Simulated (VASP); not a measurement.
Wanted: the native input for a VASP 6.6.1 run.

| Quantity | Value |
| --- | --- |
| Task | single point |
| Functional | PBE |
| Potentials or basis | VASP PAW PBE potentials, release 64 (Zr_sv, Al, N) |
| Cutoff | 520 eV |
| k mesh | 6 × 6 × 2 |
| Occupations | gaussian, width 0.1 eV |
| Spin | no spin polarisation |
| Dipole correction | no |
| Further INCAR settings | ALGO = Normal; EDIFF = 1e-06; NBANDS = 30 |

The structure of Zr2AlN3 lies in POSCAR:

```
Zr2AlN3
1.0
    3.3576657200      0.0000000000      0.0000000000
   -1.6788328600      2.9078238100      0.0000000000
    0.0000000000      0.0000000000      8.2245677400
Zr Al N
2 1 3
Direct
    0.6666666700      0.3333333300      0.3333333300
    0.3333333300      0.6666666700      0.6666666700
    0.0000000000      0.0000000000      0.0000000000
    0.3333333300      0.6666666700      0.1666666700
    0.0000000000      0.0000000000      0.5000000000
    0.6666666700      0.3333333300      0.8333333300
```

These files were run (other wordings do the same):

INCAR

```
PREC = Accurate ; ENCUT = 520
EDIFF = 1E-6 ; ISMEAR = 0
SIGMA = 0.1 ; LREAL = F
LASPH = T ; NELM = 60
ALGO = Normal ; ISIF = 2
LWAVE = F ; LCHARG = F
GGA = PE ; NBANDS = 30
```

KPOINTS

```
regular mesh
0
Gamma
  6 6 2
```

Potentials or basis: VASP PAW PBE potentials, release 64 (Zr_sv, Al, N).

Command:

```sh
$ cat potpaw_PBE.64/Zr_sv/POTCAR potpaw_PBE.64/Al/POTCAR potpaw_PBE.64/N/POTCAR > POTCAR
$ mpirun -np 1 vasp_std > vasp.out
```

Results of the run:

```yaml
Pressure: -27.5 GPa
Largest_force: 1.437 eV/Å
Band_gap_on_the_k_mesh: zero (bands 21 and 22 overlap by 1.23 eV)
```

Caveat: the k points lie up to 0.38 Å⁻¹ apart, too coarse for converged energies and pressures of a metal; forces of over 1 eV/Å act on the atoms, so gaps and moduli don't describe the material at rest.

It took 21 s on 1 thread of Intel(R) Xeon(R) 6975P-C (Granite Rapids) (shared host), peak memory 0.22 GiB.
